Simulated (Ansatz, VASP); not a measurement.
**BaO in VASP and in Ansatz**

```
Ba O
1.0
     0.00000    2.77187    2.77187
     2.77187    0.00000    2.77187
     2.77187    2.77187    0.00000
Ba O
1 1
Direct
  0.00000 0.00000 0.00000
  0.50000 0.50000 0.50000
```

Alike in both runs: task single point; functional PBE; k mesh 5 × 5 × 5; no spin polarisation.

|  | VASP | Ansatz |
| --- | --- | --- |
| version | VASP 6.6.1 | Ansatz 0.2.0 |
| potentials or method | VASP PAW PBE potentials, release 64 (Ba_sv, O) | plane waves |
| plane-wave cutoff (eV) | 600 | 420 |
| occupations | gaussian, width 0.01 eV | fixed |
| valence electrons in the cell | 16 | 16 |

```csv
,VASP,Ansatz,Ansatz less VASP
gap on the k mesh at the Fermi level (eV),2.25,2.30,+0.059
pressure (GPa),2.8,1.2,-1.61
```

Spin-orbit coupling is off throughout.
